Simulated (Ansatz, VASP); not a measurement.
# C in VASP and in Ansatz

Contents of INCAR:

```
SYSTEM = C
ALGO = Normal
EDIFF = 1E-7
EDIFFG = -0.04
ENCUT = 600
GGA = PE
IBRION = 2
ISIF = 3
ISMEAR = 0
LASPH = .TRUE.
LCHARG = .FALSE.
LREAL = .FALSE.
LWAVE = .FALSE.
NELM = 80
NSW = 90
PREC = Accurate
SIGMA = 0.1
```

File KPOINTS:

```
k-points
0
G
  8 8 4
  0 0 0
```

The input POSCAR:

```
C
1.0
    1.1881884100     -1.7012909400      0.0000000000
    1.1881884100      1.7012909400      0.0000000000
    0.0000000000      0.0000000000      4.8843480900
C
3
Direct
    0.5000000000      0.5000000000      0.6905752200
    0.5000000000      0.5000000000      0.3094247800
    0.0000000000      0.0000000000      0.5000000000
```

Input for Ansatz:

```yaml
crystal:
  lattice:
    - [1.18818841, -1.70129094, 0.0]
    - [1.18818841, 1.70129094, 0.0]
    - [0.0, 0.0, 4.88434809]
  atoms:
    - { symbol: C, position: [0.5, 0.5, 0.69057522] }
    - { symbol: C, position: [0.5, 0.5, 0.30942478] }
    - { symbol: C, position: [0.0, 0.0, 0.5] }
basis:
  ecutwfc: 420
kpoints:
  mp_grid: { grid: [8, 8, 4] }
hamiltonian:
  xc: pbe
scf:
  occupations: { method: gaussian, width: 0.1 }
  lower_state_search: "off"
output:
  forces: true
  stress: true
  eigenvalues: true
relax:
  adjacent_minimum: "off"
  f_tol: 0.04
  max_steps: 70
  cell: { stress_tol: 0.4 }
```

Alike in both runs: task relaxation of cell and atoms; functional PBE; k mesh 8 × 8 × 4; occupations gaussian, width 0.1 eV; no spin polarisation.

```csv
,VASP,Ansatz
version,VASP 6.6.1,Ansatz 0.2.0
potentials or method,"VASP PAW PBE potentials, release 64 (C), cutoff 600 eV","scalar-relativistic, plane waves, PAW"
valence electrons in the cell,12,12
```

|  | VASP | Ansatz | Ansatz less VASP |
| --- | --- | --- | --- |
| gap on the k mesh at the Fermi level, each at its own relaxed structure (eV) | none | none | - |
| relaxed volume (Å³/atom) | 9.95 | 9.99 | +0.039 |
| relaxed cell length with the largest relative difference (Å) | 2.895 | 3.907 | +1.0122 |

A gap of «none» marks a metal or a gap that the smearing closes. One of these differences is far larger than is usual between the two programs; its cause wasn't traced.

The k mesh is coarse, so the values compare programs but aren't converged. Noted on VASP's run: the volume moved by over 15 % at a fixed basis, so the end points are rough.
